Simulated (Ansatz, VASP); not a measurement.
One calculation of Rh, two programs

```
CELL_PARAMETERS angstrom
0.00000 1.91497 1.91497
1.91497 0.00000 1.91497
1.91497 1.91497 0.00000
ATOMIC_POSITIONS crystal
Rh 0.00000 0.00000 0.00000
```

Alike in both runs: task relaxation of cell and atoms; functional PBE; k mesh 18 × 18 × 18; occupations fermi-dirac, width 0.05 eV; no spin polarisation.

```csv
,VASP,Ansatz
version,VASP 6.6.1,Ansatz 0.2.0
potentials or method,"VASP PAW PBE potentials, release 64 (Rh_pv), cutoff 600 eV","all-electron LAPW, scalar-relativistic"
```

```tsv
	VASP	Ansatz	Ansatz less VASP
relaxed volume (Å³/atom)	14.04	14.04	0.000
relaxed length of the cell vector where the two differ most in proportion (Å)	2.708	2.708	0.0000
```

Ansatz ran all-electron here, and VASP with PAW potentials.

Noted on VASP's run: the relaxation stopped at its first step, so nothing moved.
